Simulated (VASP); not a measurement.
InP, 2 atoms in the cell. The structure is cubic, space group F-43m (No. 216). The conventional cell has a = 5.827 Å, b = 5.827 Å, c = 5.827 Å, α = 90.00°, β = 90.00°, γ = 90.00°. Within 3.3 Å of In (site symmetry -43m) lie 4 P at 2.52 Å. P (site symmetry -43m) has 4 In at 2.52 Å within 3.3 Å. 

| Item | Value |
| --- | --- |
| Program | VASP 6.6.1 |
| Task | relaxation of cell and atoms |
| Functional | LDA |
| Potentials or basis | VASP PAW LDA potentials, release 64 (In_d, P) |
| Cutoff | 600 eV |
| k mesh | 8 × 8 × 8 |
| Occupations | gaussian, width 0.01 eV |
| Spin | no spin polarisation |
| Target pressure | 7 GPa |
| Dipole correction | no |
| Further INCAR settings | ALGO = Normal; EDIFF = 1e-06; IBRION = 2; EDIFFG = -0.002; NSW = 100; ISIF = 3 |

Potentials or basis: VASP PAW LDA potentials, release 64 (In_d, P).

Command:

```bash
$ cat potpaw_LDA.64/In_d/POTCAR potpaw_LDA.64/P/POTCAR > POTCAR
$ mpirun -np 1 vasp_std > vasp.out
```

Hardware: 1 thread of Intel(R) Xeon(R) Platinum 8488C (Sapphire Rapids), on a shared host.

Q: Estimate the wall time of this run.

A: Wall time 75 s on 1 thread of Intel(R) Xeon(R) Platinum 8488C (Sapphire Rapids), with other jobs on the host, peak memory 0.18 GiB. Counts: scf iterations 43, k points 29, ion steps 6.
